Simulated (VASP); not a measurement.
# SiNi (NiAs type) (P6_3/mmc) in VASP: a series of runs

Runs on SiNi (NiAs type). Level: PBE. Tasks: single point.

Program: VASP 6.6.1. These are calculated values, not measurements. Logs are shortened: lines on timing, memory, paths and dates and some standing lists are left out, and cuts for length are marked.

## 1. The cell of the first run

Symmetry: P6_3/mmc, No. 194, hexagonal system. The conventional cell has a = 2.972 Å, b = 2.972 Å, c = 4.308 Å, α = 90.00°, β = 90.00°, γ = 120.00°. Ni (site symmetry -3m) has 6 Si at 2.03 Å and 2 Ni at 2.15 Å within 2.7 Å. Within 2.7 Å of Si (site symmetry -6m2) lie 6 Ni at 2.03 Å.

## 2. Single point, PBE (volume scaled by 0.64)

INCAR

```
ALGO = Normal ; EDIFF = 1E-7
ENCUT = 520 ; GGA = PE
ISIF = 2 ; ISMEAR = -1
LASPH = T ; LCHARG = T
LELF = T ; LREAL = F
LVHAR = T ; LWAVE = F
NBANDS = 22 ; NELM = 80
PREC = Accurate ; SIGMA = 0.1
```

KPOINTS

```
k-points
0
Gamma
  11 11 6
```

POSCAR

```
SiNi
1.0
    2.9717770294      0.0000000000      0.0000000000
   -1.4858885147      2.5736344018      0.0000000000
    0.0000000000      0.0000000000      4.3075948854
Ni Si
2 2
Direct
    0.0000000000      0.0000000000      0.0000000000
    0.0000000000      0.0000000000      0.5000000000
    0.3333333333      0.6666666667      0.2500000000
    0.6666666667      0.3333333333      0.7500000000
```

Potentials or basis: VASP PAW PBE potentials, release 64 (Ni, Si).

Command:

```sh
$ cat potpaw_PBE.64/Ni/POTCAR potpaw_PBE.64/Si/POTCAR > POTCAR
$ mpirun -np 1 vasp_std > vasp.out
```

OUTCAR:

```text
EDIFF = 1E-7
   ENCUT = 520
   GGA = PE
   ISIF = 2
   ISMEAR = -1
   LASPH = T
   LREAL = F
   NELM = 80
   PREC = Accurate

 ion  position               nearest neighbor table
   1  0.000  0.000  0.000-   3 2.03   4 2.03   3 2.03   4 2.03   4 2.03   3 2.03   2 2.15   2 2.15

   2  0.000  0.000  0.500-   3 2.03   4 2.03   3 2.03   4 2.03   4 2.03   3 2.03   1 2.15   1 2.15

   3  0.333  0.667  0.250-   1 2.03   2 2.03   1 2.03   2 2.03   1 2.03   2 2.03   4 2.75   4 2.75
                             4 2.75   4 2.75   4 2.75   4 2.75
   4  0.667  0.333  0.750-   1 2.03   2 2.03   1 2.03   2 2.03   1 2.03   2 2.03   3 2.75   3 2.75
                             3 2.75   3 2.75   3 2.75   3 2.75

  LATTYP: Found a hexagonal cell.
 ALAT       =     2.9717770294
 C/A-ratio  =     1.4495013733

  Lattice vectors:

 A1 = (   2.9717770294,   0.0000000000,   0.0000000000)
 A2 = (  -1.4858885147,   2.5736344018,   0.0000000000)
 A3 = (   0.0000000000,   0.0000000000,   4.3075948854)

Analysis of symmetry for initial positions (statically):
=====================================================================
 Subroutine PRICEL returns:
 Original cell was already a primitive cell.

 Routine SETGRP: Setting up the symmetry group for a
 hexagonal supercell.

 Subroutine GETGRP returns: Found 24 space group operations
 (whereof 12 operations were pure point group operations)
 out of a pool of 24 trial point group operations.

The static configuration has the point symmetry D_3d.
 The point group associated with its full space group is D_6h.

Analysis of symmetry for dynamics (positions and initial velocities):
=====================================================================
 Subroutine PRICEL returns:
 Original cell was already a primitive cell.

 Routine SETGRP: Setting up the symmetry group for a
 hexagonal supercell.

 Subroutine GETGRP returns: Found 24 space group operations
 (whereof 12 operations were pure point group operations)
 out of a pool of 24 trial point group operations.

The dynamic configuration has the point symmetry D_3d.
 The point group associated with its full space group is D_6h.

 Subroutine INISYM returns: Found 24 space group operations
 (whereof 12 operations are pure point group operations),
 and found     1 'primitive' translations

----------------------------------------------------------------------------------------

                                     Primitive cell

  volume of cell :      32.9456

  direct lattice vectors                    reciprocal lattice vectors
     2.971777029  0.000000000  0.000000000     0.336499000  0.194277789  0.000000000
    -1.485888515  2.573634402  0.000000000     0.000000000  0.388555577  0.000000000
     0.000000000  0.000000000  4.307594885     0.000000000  0.000000000  0.232148107

  length of vectors
     2.971777029  2.971777029  4.307594885     0.388555577  0.388555577  0.232148107

  position of ions in fractional coordinates (direct lattice)
     0.000000000  0.000000000  0.000000000
     0.000000000  0.000000000  0.500000000
     0.333333333  0.666666667  0.250000000
     0.666666667  0.333333333  0.750000000

  ion indices of the primitive-cell ions
   primitive index   ion index
                 1           1
                 2           2
                 3           3
                 4           4

----------------------------------------------------------------------------------------

 KPOINTS: k-points

Automatic generation of k-mesh.
 Grid dimensions read from file:
 generate k-points for:   11   11    6

 Generating k-lattice:

  Cartesian coordinates                     Fractional coordinates (reciprocal lattice)
     0.030590818  0.017661617  0.000000000     0.090909091  0.000000000  0.000000000
     0.000000000  0.035323234  0.000000000     0.000000000  0.090909091  0.000000000
     0.000000000  0.000000000  0.038691351     0.000000000  0.000000000  0.166666667

  Length of vectors
     0.035323234  0.035323234  0.038691351

  Shift w.r.t. Gamma in fractional coordinates (k-lattice)
     0.000000000  0.000000000  0.000000000

 Subroutine IBZKPT returns following result:
 ===========================================

 Found     64 irreducible k-points:

 Following reciprocal coordinates:
            Coordinates               Weight
  0.000000  0.000000  0.000000      1.000000
  0.090909  0.000000  0.000000      6.000000
  0.181818  0.000000  0.000000      6.000000
  0.272727  0.000000  0.000000      6.000000
  0.363636  0.000000  0.000000      6.000000
  0.454545  0.000000  0.000000      6.000000
[... 16 lines left out ...]
  0.090909  0.090909  0.166667     12.000000
  0.181818  0.090909  0.166667     24.000000
 [... further k-points ...]
   k-points           NKPTS =     64   k-points in BZ     NKDIM =     64   number of bands    NBANDS=     22
   number of dos      NEDOS =    301   number of ions     NIONS =      4
   total plane-waves  NPLWV =  18432
   dimension x,y,z NGX =    24 NGY =   24 NGZ =   32
   dimension x,y,z NGXF=    48 NGYF=   48 NGZF=   64
   ions per type =               2   2
   NGX,Y,Z   is equivalent  to a cutoff of  13.43, 13.43, 12.35 a.u.
   NGXF,Y,Z  is equivalent  to a cutoff of  26.85, 26.85, 24.70 a.u.
 SYSTEM =  unknown system
   PREC   = accura    normal or accurate (medium, high low for compatibility)
   ISTART =      0    job   : 0-new  1-cont  2-samecut
   ICHARG =      2    charge: 1-file 2-atom 10-const
   ISPIN  =      1    spin polarized calculation?
   LNONCOLLINEAR =      F non collinear calculations
   LSORBIT =      F    spin-orbit coupling
   LASPH  =      T    aspherical Exc in radial PAW
   ENCUT  =  520.0 eV  38.22 Ry    6.18 a.u.   5.53  5.53  8.01*2*pi/ulx,y,z
   NELM   =     80;   NELMIN=  2; NELMDL= -5     # of ELM steps
   EDIFF  = 0.1E-06   stopping-criterion for ELM
   LREAL  =      F    real-space projection
   EDIFFG = 0.1E-05   stopping-criterion for IOM
   NSW    =      0    number of steps for IOM
   IBRION =     -1    ionic relax: 0-MD 1-quasi-New 2-CG
   NFREE  =      0    steps in history (QN), initial steepest desc. (CG)
   ISIF   =      2    stress and relaxation
   ISYM   =      2    0-nonsym 1-usesym 2-fastsym
   POTIM  = 0.5000    time-step for ionic-motion
   TEBEG  =    0.0;   TEEND  =   0.0 temperature during run
   PSTRESS=    0.0 pullay stress
   NELECT =      28.0000    total number of electrons
   NUPDOWN=      -1.0000    fix difference up-down
   EMIN   =  10.00;   EMAX   =-10.00  energy-range for DOS
   EFERMI =   0.00;   METHOD = LEGACY
   ISMEAR =    -1;   SIGMA  =   0.10  broadening in eV -4-tet -1-fermi 0-gaus
   EFERMI_NEDOS =   21; number of points for ismear=-14 and -15
   IALGO  =     38    algorithm
   IMIX   =      4    mixing-type and parameters
     AMIX     =   0.40;   BMIX     =  1.00
     AMIX_MAG =   1.60;   BMIX_MAG =  1.00
  volume/ion in A,a.u.               =       8.24        55.58
  Fermi-wavevector in a.u.,A,eV,Ry     =   1.550701  2.930401 32.717590  2.404675
  Thomas-Fermi vector in A             =   2.655327
   LORBIT       =      0    0 simple, 1 ext, 2 COOP (PROOUT), +10 PAW based schemes
   GGA     = PE    functional components
   LHFCALC =     F    Hartree Fock is set to
   AEXX    =    0.0000 exact exchange contribution
   IVDW    =     0    specifies the selected vdW correction
   LEPSILON=     F    determine dielectric tensor
   LRPA    =     F    only Hartree local field effects (RPA)
 non-spin polarized calculation
  energy-cutoff  :      520.00
  volume of cell :       32.95
 maximum number of plane-waves:       917
 NGX is ok and might be reduce to    24
   NGX = 11   NGY = 11   NGZ = 17

 number of electron      28.0000018 magnetization

 Free energy of the ion-electron system (eV)
  ---------------------------------------------------
  ext. energy  EPLUGINS =         0.00000000
  ---------------------------------------------------
  free energy    TOTEN  =       -15.88085509 eV

  energy without entropy =      -15.83993183  energy(sigma->0) =      -15.86039346

 E-fermi :  16.9563     XC(G=0): -14.1973

 val. band max:       16.9542855885   @ k =   0.2727   0.0909   0.1667
 cond. band min:      16.9620887795   @ k =   0.3636   0.0000   0.1667
 fundamental gap:      0.0078031911
 Fermi energy:        16.9562662441

 k-point     1 :       0.0000    0.0000    0.0000
  band No.  band energies     occupation
      1       0.5844      2.00000
      2       7.3757      2.00000
      3       8.2719      2.00000
      4      10.0968      2.00000
      5      10.1675      2.00000
      6      10.1675      2.00000
[... 14 lines left out ...]
     21      26.3100      0.00000
     22      30.3878      0.00000

 k-point     2 :       0.0909    0.0000    0.0000
  band No.  band energies     occupation
      1       0.7757      2.00000
      2       7.5635      2.00000
      3       8.1789      2.00000
      4      10.0949      2.00000
      5      10.1949      2.00000
      6      10.2255      2.00000
[... 14 lines left out ...]
     21      26.6220      0.00000
     22      28.9921      0.00000

 k-point     3 :       0.1818    0.0000    0.0000
  band No.  band energies     occupation
      1       1.3424      2.00000
      2       7.9837      2.00000
      3       8.1107      2.00000
      4       9.9913      2.00000
      5      10.1208      2.00000
      6      10.2317      2.00000
[... 14 lines left out ...]
     21      27.8200      0.00000
     22      28.1764      0.00000

 k-point     4 :       0.2727    0.0000    0.0000
  band No.  band energies     occupation
      1       2.2610      2.00000
      2       7.7780      2.00000
      3       8.9468      2.00000
      4       9.3334      2.00000
      5      10.0594      2.00000
      6      10.2113      2.00000
[... 14 lines left out ...]
     21      27.1106      0.00000
     22      28.6442      0.00000

 k-point     5 :       0.3636    0.0000    0.0000
  band No.  band energies     occupation
      1       3.4864      2.00000
      2       7.4791      2.00000
      3       8.3864      2.00000
      4       9.8219      2.00000
      5       9.9781      2.00000
      6      10.1507      2.00000
[... 14 lines left out ...]
     21      26.1191      0.00000
     22      29.3553      0.00000

 k-point     6 :       0.4545    0.0000    0.0000
  band No.  band energies     occupation
      1       4.9313      2.00000
      2       6.4586      2.00000
      3       7.9024      2.00000
      4       9.9094      2.00000
      5      10.1045      2.00000
      6      10.2364      2.00000
[... 14 lines left out ...]
     21      26.2056      0.00000
     22      29.8305      0.00000

 k-point     7 :       0.0909    0.0909    0.0000
  band No.  band energies     occupation
      1       1.1548      2.00000
      2       7.9318      2.00000
      3       8.0414      2.00000
      4      10.0818      2.00000
      5      10.1459      2.00000
      6      10.2131      2.00000
[... 324 lines left out ...]
      6      10.3491      2.00000
[... 14 lines left out ...]
     21      27.7552      0.00000
     22      28.1236      0.00000

 k-point    21 :       0.3636    0.0000    0.1667
  band No.  band energies     occupation
      1       3.6898      2.00000
      2       7.2037      2.00000
      3       8.3057      2.00000
      4       9.6961      2.00000
      5      10.1935      2.00000
      6      10.2917      2.00000
[... 14 lines left out ...]
     21      27.7086      0.00000
     22      28.7830      0.00000

 k-point    22 :       0.4545    0.0000    0.1667
  band No.  band energies     occupation
      1       5.1183      2.00000
      2       6.5842      2.00000
      3       7.7639      2.00000
      4       9.7810      2.00000
      5      10.0897      2.00000
      6      10.2470      2.00000
[... 14 lines left out ...]
     21      27.6690      0.00000
     22      29.5262      0.00000

 k-point    23 :       0.0909    0.0909    0.1667
  band No.  band energies     occupation
      1       1.3800      2.00000
      2       6.2221      2.00000
      3       9.4178      2.00000
      4      10.2473      2.00000
      5      10.3388      2.00000
      6      10.3732      2.00000
[... 14 lines left out ...]
     21      27.9459      0.00000
     22      27.9766      0.00000

 k-point    24 :       0.1818    0.0909    0.1667
  band No.  band energies     occupation
      1       2.1170      2.00000
      2       6.6719      2.00000
      3       9.2766      2.00000
      4      10.0248      2.00000
      5      10.2324      2.00000
      6      10.2909      2.00000
[... 14 lines left out ...]
     21      27.5942      0.00000
     22      28.0131      0.00000

 [... further k-points ...]
[... 5 lines left out ...]
  --------------------------------------------------------------------------------------
  -------------------------------------------------------------------------------------
  Total       40.0479608     40.0479608     40.0111074      0.0000000      0.0000000      0.0000000
  in kB     1947.5699382   1947.5699381   1945.7777235      0.0000000      0.0000000      0.0000000
  external PRESSURE =    1946.9725332 kB  Pullay stress =       0.0000000 kB

 VOLUME and BASIS-vectors are now :
 -----------------------------------------------------------------------------
  energy-cutoff  :      520.00
  volume of cell :       32.95
      direct lattice vectors                 reciprocal lattice vectors
     2.971777029  0.000000000  0.000000000     0.336499000  0.194277789  0.000000000
    -1.485888515  2.573634402  0.000000000     0.000000000  0.388555577  0.000000000
     0.000000000  0.000000000  4.307594885     0.000000000  0.000000000  0.232148107

 POSITION                                       TOTAL-FORCE (eV/Angst)
 -----------------------------------------------------------------------------------
      0.00000      0.00000      0.00000        -0.000000      0.000000     -0.000000
      0.00000      0.00000      2.15380        -0.000000      0.000000     -0.000000
     -0.00000      1.71576      1.07690        -0.000000     -0.000000      0.000000
      1.48589      0.85788      3.23070         0.000000      0.000000      0.000000
 -----------------------------------------------------------------------------------
    total drift:                               -0.000000      0.000000      0.000000

  FREE ENERGIE OF THE ION-ELECTRON SYSTEM (eV)
  ---------------------------------------------------
  free  energy   TOTEN  =       -15.8808550943 eV

  energy  without entropy=      -15.8399318263  energy(sigma->0) =      -15.86039346
```

Wall time 32 s (1 thread of AMD EPYC 9R45 (Zen 5), shared host); peak memory 0.14 GiB.

What came out:

```
Free energy            : -15.8809 eV
Pressure               : 194.7 GPa
Band gap on the k mesh : zero (band 14 reaches 22.58 eV, above the bottom of band 15 at 15.03 eV)
```

[end of part 1 of 2]
